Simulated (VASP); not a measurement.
Input of a VASP 6.6.1 run:

Contents of INCAR:

```
ALGO = Normal
EDIFF = 1E-7
ENCUT = 520
GGA = PE
ISIF = 2
ISMEAR = -1
LASPH = True
LCHARG = True
LELF = True
LREAL = False
LVHAR = True
LWAVE = False
NBANDS = 11
NELM = 60
PREC = Accurate
SIGMA = 0.02
```

File KPOINTS:

```
k-points
0
Gamma
  10 10 10
```

POSCAR

```
BAs
1.0
    0.0000000000      2.3918676074      2.3918676074
    2.2722742270      0.0000000000      2.3918676074
    2.2722742270      2.3918676074      0.0000000000
B As
1 1
Direct
    0.0000000000      0.0000000000      0.0000000000
    0.2500000000      0.2500000000      0.2500000000
```

Potentials or basis: VASP PAW PBE potentials, release 64 (B, As).

Launch:

```console
$ cat potpaw_PBE.64/B/POTCAR potpaw_PBE.64/As/POTCAR > POTCAR
$ mpirun -np 1 vasp_std > vasp.out
```

(1) What does it give for the pressure?

(2) What does it give for the band gap on the k mesh?

## Answers

(1) 10.9 GPa.

(2) 0.35 eV (least direct gap 2.81 eV).

Caveat: the cell differs from its parent crystal (uniaxial x strain -5.0%); the cell stands under pressure.
